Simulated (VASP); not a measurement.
# Mg: single point with PBE

Crystal: Mg.

```xyz
1
Lattice="3.0951 0.0000 0.0000 -1.5475 2.6804 0.0000 0.0000 0.0000 3.0834" Properties=species:S:1:pos:R:3 pbc="T T T"
Mg    0.0000    0.0000    0.0000
```

* Program: VASP 6.6.1
* Task: single point
* Functional: PBE
* Potentials or basis: VASP PAW PBE potentials, release 64 (Mg)
* Cutoff: 520 eV
* k mesh: 21 × 21 × 18
* Occupations: gaussian, width 0.1 eV
* Spin: no spin polarisation
* Dipole correction: no
* Further INCAR settings: ALGO = Fast; EDIFF = 1e-07; NBANDS = 7

```
Pressure               : -0.1 GPa
Band gap on the k mesh : zero (band 1 reaches 5.04 eV, above the bottom of band 2 at -0.18 eV)
```

Levels at points of the mesh, in eV from the Fermi level:
```
           k point  band 1  band 2  band 3  band 4  band 5  band 6
(0.00, 0.00, 0.00)   -6.47    7.89    8.52   12.29   12.29   13.17
(0.00, 0.00, 0.50)   -2.92   -2.24   14.41   14.41   15.79   15.79
```

Wall time 39 s on 1 thread of AMD EPYC 7R13 Processor (Zen 3), on a shared host, peak memory 0.18 GiB.
